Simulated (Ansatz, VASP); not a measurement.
**ZnCu: VASP beside Ansatz**

```xyz
2
Lattice="2.9079 0.0000 0.0000 0.0000 2.9079 0.0000 0.0000 0.0000 2.9079" Properties=species:S:1:pos:R:3 pbc="T T T"
Zn    1.4539    1.4539    1.4539
Cu    0.0000    0.0000    0.0000
```

Alike in both runs: functional PBEsol; k mesh 14 × 14 × 14; occupations gaussian, width 0.1 eV; no spin polarisation.

Ansatz relaxed the structure, and its values are those at the end. VASP's run is a single point on that final structure, the one shown.

|  | VASP | Ansatz |
| --- | --- | --- |
| version | VASP 6.6.1 | Ansatz 0.2.0 |
| potentials or method | VASP PAW PBE potentials, release 64 (Zn, Cu), cutoff 520 eV | scalar-relativistic, plane waves, PAW |
| valence electrons in the cell | 23 | 31 |

```csv
,VASP,Ansatz,Ansatz less VASP
gap on the k mesh at the Fermi level (eV),none,none,-
pressure (GPa),0.7,0.0,-0.70
```

VASP's potentials were made for PBE, not for PBEsol. A gap of «none» marks a metal or a gap that the smearing closes. With one functional, cell and mesh, what is left measures potentials, basis and numerics. VASP's potentials hold 23 valence electrons a cell and Ansatz's 31, so a difference there can come from the potentials and not from the codes.
